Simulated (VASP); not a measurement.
## Zr: relaxation of the atoms with PBE

Zr, a slab with vacuum:

```
CELL_PARAMETERS angstrom
5.05519 0.00000 0.00000
-2.52760 4.37793 0.00000
0.00000 0.00000 18.12755
ATOMIC_POSITIONS crystal
Zr 0.66667 0.33333 0.38615
Zr 0.33333 0.66667 0.44308
Zr 0.00000 0.00000 0.50000
Zr 0.66667 0.33333 0.55692
Zr 0.33333 0.66667 0.61385
```

```yaml
Program: VASP 6.6.1
Task: relaxation of the atoms
Functional: PBE
Potentials_or_basis: VASP PAW PBE potentials, release 64 (Zr_sv)
Cutoff: 450 eV
k_mesh: 6 × 6 × 1
Occupations: gaussian, width 0.1 eV
Spin: no spin polarisation
Dipole_correction: yes
Atoms_held_fixed_from_0: "[0, 1]"
Further_INCAR_settings: ALGO = Normal; EDIFF = 1e-07; NELMDL = -8; IBRION = 2; EDIFFG = -0.03; NSW = 70
```

* Energy gained by relaxing: 99.5 meV/atom
* Ionic steps: 14
* Band gap on the k mesh: zero (bands 30 and 31 overlap by 0.10 eV)

The path:
| step | energy change (eV) | largest force on free atoms (eV/Å) | pressure (GPa) |
| --- | --- | --- | --- |
| 1 | 0.0000 | 1.5915 | -2.67 |
| 2 | -0.1426 | 1.4450 | -2.43 |
| 3 | -0.4381 | 0.4737 | -1.61 |
| 4 | 0.1607 | 3.4517 | 0.50 |
| 5 | -0.4684 | 0.4061 | -1.31 |
| 6 | -0.4696 | 0.3923 | -1.23 |
| 7 | -0.4836 | 0.1826 | -1.08 |
| 8 | -0.4862 | 0.1797 | -0.97 |
| 9 | -0.4898 | 0.1511 | -0.96 |
| 10 | -0.4964 | 0.0577 | -0.93 |
| 11 | -0.4906 | 0.1240 | -0.83 |
| 12 | -0.4973 | 0.0527 | -0.90 |
| 13 | -0.4973 | 0.0505 | -0.91 |
| 14 | -0.4975 | 0.0239 | -0.94 |

Final structure:
```cif
data_structure
_symmetry_space_group_name_H-M 'P 1'
_symmetry_Int_Tables_number 1
_cell_length_a 5.0552
_cell_length_b 5.0552
_cell_length_c 18.1275
_cell_angle_alpha 90.000
_cell_angle_beta 90.000
_cell_angle_gamma 120.000
_cell_volume 401.19
loop_
_atom_site_label
_atom_site_type_symbol
_atom_site_fract_x
_atom_site_fract_y
_atom_site_fract_z
_atom_site_occupancy
Zr1 Zr 0.66667 0.33333 0.38615 1
Zr2 Zr 0.33333 0.66667 0.44308 1
Zr3 Zr 0.00000 0.00000 0.49170 1
Zr4 Zr 0.66667 0.33333 0.53517 1
Zr5 Zr 0.33333 0.66667 0.59975 1
```

Levels at points of the mesh, in eV from the Fermi level:
```tsv
k point	band 27	band 28	band 29	band 30	band 31	band 32	band 33	band 34
(0.00, 0.00, 0.00)	-0.70	-0.47	-0.22	-0.22	-0.05	-0.05	0.10	0.84
(0.50, 0.00, 0.00)	-0.82	-0.34	-0.27	-0.15	-0.11	0.04	0.25	0.70
```

It took 32 min on 1 thread of Intel(R) Xeon(R) Platinum 8259CL CPU @ 2.50GHz (Skylake/Cascade Lake), with other jobs on the host, peak memory 0.42 GiB.
